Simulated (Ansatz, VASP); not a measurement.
SiC in VASP and in Ansatz

```xyz
2
Lattice="0.0041 2.1499 2.1499 2.1499 0.0041 2.1499 2.1499 2.1499 0.0041" Properties=species:S:1:pos:R:3 pbc="T T T"
Si    0.0036    0.0036    0.0036
C     1.0723    1.0723    1.0723
```

Change from the starting cell: strained cell.

Alike in both runs: task relaxation of the atoms; functional PBEsol; k mesh 9 × 9 × 9; occupations gaussian, width 0.02 eV; no spin polarisation.

|  | VASP | Ansatz |
| --- | --- | --- |
| version | VASP 6.6.1 | Ansatz 0.2.0 |
| potentials or method | VASP PAW PBE potentials, release 64 (Si, C), cutoff 520 eV | scalar-relativistic, plane waves, PAW |
| valence electrons in the cell | 8 | 8 |

VASP gave:

```
gap on the k mesh at the Fermi level, each at its own relaxed structure (eV) : 1.33
```

Q: Estimate Ansatz's values.

A: gap on the k mesh at the Fermi level, each at its own relaxed structure (eV): 1.34.

VASP's potentials were made for PBE, not for PBEsol. Ansatz's warnings: stress scf threshold loose.
